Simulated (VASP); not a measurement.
Set up this calculation in VASP 6.6.1, as the native input.

| Item | Value |
| --- | --- |
| Task | single point |
| Functional | PBE |
| Potentials or basis | VASP PAW PBE potentials, release 64 (Pb_d, Se) |
| Cutoff | 520 eV |
| k mesh | 10 × 10 × 10 |
| Occupations | gaussian, width 0.05 eV |
| Spin | non-collinear spin, zero start, spin-orbit coupling |
| Starting moments | [[0.0, 0.0, 0.0], [0.0, 0.0, 0.0]] μB |
| Dipole correction | no |
| Further INCAR settings | ALGO = Normal; EDIFF = 1e-07; NBANDS = 32 |

The structure of PbSe lies in POSCAR:

```
PbSe
1.0
    0.0000000000      3.1039764788      3.1039764788
    3.1039764788      0.0000000000      3.1039764788
    3.1039764788      3.1039764788      0.0000000000
Pb Se
1 1
Direct
    0.5000000000      0.5000000000      0.5000000000
   -0.0322167390      0.0322167390      0.0322167390
```

This cell differs from its parent crystal: atom 2 (Se) moved 0.2 Å along x.

These files were run (other wordings do the same):

INCAR

```
SYSTEM = PbSe
ALGO     = Normal         ! electronic algorithm
EDIFF    = 1E-7           ! SCF threshold, eV
ENCUT    = 520            ! plane-wave cutoff, eV
GGA      = PE             ! functional
GGA_COMPAT= .FALSE.      
ISIF     = 2              ! what is computed and relaxed
ISMEAR   = 0              ! smearing method
LASPH    = .TRUE.         ! aspherical terms in the spheres
LCHARG   = .FALSE.        ! write CHGCAR
LORBIT   = 11             ! projections on sites
LORBMOM  = .TRUE.       
LREAL    = .FALSE.        ! projectors in reciprocal space
LSORBIT  = .TRUE.         ! spin-orbit coupling
LWAVE    = .FALSE.        ! write WAVECAR
MAGMOM   = 0 0 0 0 0 0    ! initial moments
NBANDS   = 32             ! bands
NELM     = 150            ! most SCF steps
PREC     = Accurate       ! precision mode
SIGMA    = 0.05           ! smearing width, eV
```

KPOINTS

```
k-points
0
G
  10 10 10
  0 0 0
```

Potentials or basis: VASP PAW PBE potentials, release 64 (Pb_d, Se).

Run with:

```bash
$ cat potpaw_PBE.64/Pb_d/POTCAR potpaw_PBE.64/Se/POTCAR > POTCAR
$ mpirun -np 1 vasp_ncl > vasp.out
```

It gave:

| Property | Result |
| --- | --- |
| Pressure | 0.6 GPa |
| Largest force | 0.104 eV/Å |
| Net moment | 0.00 μB per cell |
| Valence electrons inside the program's atomic spheres | Pb 11.86; Se 3.80 |

Caveat: the cell differs from its parent crystal (atom 2 (Se) moved 0.2 Å along x).

It took 8.5 min on 1 thread of Intel(R) Xeon(R) Platinum 8488C (Sapphire Rapids), on a shared host, peak memory 0.72 GiB.
